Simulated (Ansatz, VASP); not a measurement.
**TiO2: VASP beside Ansatz**

```
Ti O
1.0
     0.00000    2.37262    2.37262
     2.37262    0.00000    2.37262
     2.37262    2.37262    0.00000
Ti O
1 2
Direct
  0.00000 0.00000 0.00000
  0.25000 0.25000 0.25000
  0.75000 0.75000 0.75000
```

Alike in both runs: task single point; functional r2SCAN; k mesh 8 × 8 × 8; no spin polarisation.

|  | VASP | Ansatz |
| --- | --- | --- |
| version | VASP 6.6.1 | Ansatz 0.2.0 |
| potentials or method | VASP PAW PBE potentials, release 64 (Ti_sv, O_h) | plane waves, PAW |
| plane-wave cutoff (eV) | 910 | 500 |
| occupations | gaussian, width 0.01 eV | fixed |
| valence electrons in the cell | 24 | 24 |

|  | VASP | Ansatz | Ansatz less VASP |
| --- | --- | --- | --- |
| gap on the k mesh at the Fermi level (eV) | 1.58 | 1.54 | -0.043 |

VASP's potentials were made for PBE, not for r2SCAN.

Noted on VASP's run: the cutoff is short for stress, so the pressure is rough.
